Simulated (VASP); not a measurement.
**InAs: single point with PBE**

Crystal: InAs.

```
In As
1.0
     0.00000    3.08331    3.08331
     3.08331    0.00000    3.08331
     3.08331    3.08331    0.00000
In As
1 1
Cartesian
  0.0000 0.0000 0.0000
  4.6250 4.6250 4.6250
```

```yaml
Program: VASP 6.6.1
Task: single point
Functional: PBE
Potentials_or_basis: VASP PAW PBE potentials, release 64 (In_d, As)
Cutoff: 520 eV
k_mesh: 10 × 10 × 10
Occupations: fermi-dirac, width 0.08 eV
Spin: no spin polarisation
Dipole_correction: no
Further_INCAR_settings: ALGO = Normal; EDIFF = 1e-07; NBANDS = 16
```

* Pressure: 0.5 GPa
* Band gap on the k mesh: zero (filled and empty bands touch)

Levels at points of the mesh, in eV from the Fermi level:
| k point | band 5 | band 6 | band 7 | band 8 | band 9 | band 10 | band 11 | band 12 | band 13 | band 14 |
| --- | --- | --- | --- | --- | --- | --- | --- | --- | --- | --- |
| (0.00, 0.00, 0.00) | -14.36 | -11.67 | -0.67 | -0.18 | -0.18 | -0.18 | 3.70 | 3.70 | 3.70 | 7.13 |
| (0.50, 0.00, 0.00) | -14.35 | -10.38 | -5.65 | -1.08 | -1.08 | 0.66 | 4.46 | 4.46 | 6.59 | 8.56 |
| (0.50, 0.50, 0.00) | -14.34 | -9.90 | -5.77 | -2.31 | -2.31 | 1.47 | 1.87 | 8.64 | 8.69 | 8.69 |

It took 22 s on 1 thread of AMD EPYC 9R45 96-Core Processor (Zen 5), with other jobs on the host, peak memory 0.17 GiB.

Caveat: semilocal functionals underestimate gaps, so a narrow gap can read as zero; spin-orbit coupling is left out, which moves the levels of the heavy elements.
